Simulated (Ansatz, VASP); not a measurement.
**ZnS: VASP beside Ansatz**

```
CELL_PARAMETERS angstrom
0.00000 2.69409 2.69409
2.69409 0.00000 2.69409
2.69409 2.69409 0.00000
ATOMIC_POSITIONS crystal
Zn 0.00000 0.00000 0.00000
S 0.25000 0.25000 0.25000
```

Alike in both runs: task single point; functional PBE; k mesh 8 × 8 × 8; occupations fermi-dirac, width 0.02 eV; no spin polarisation.

```csv
,VASP,Ansatz
version,VASP 6.6.1,Ansatz 0.2.0
potentials or method,"VASP PAW PBE potentials, release 64 (Zn, S)","plane waves, PAW"
plane-wave cutoff (eV),520,420
valence electrons in the cell,18,18
```

Ansatz gave:

| Quantity | Value |
| --- | --- |
| gap on the k mesh at the Fermi level (eV) | 2.15 |
| pressure (GPa) | 2.3 |

**Question.** Which values does VASP return?

**Answer.** gap on the k mesh at the Fermi level (eV): 2.15; pressure (GPa): 2.5.
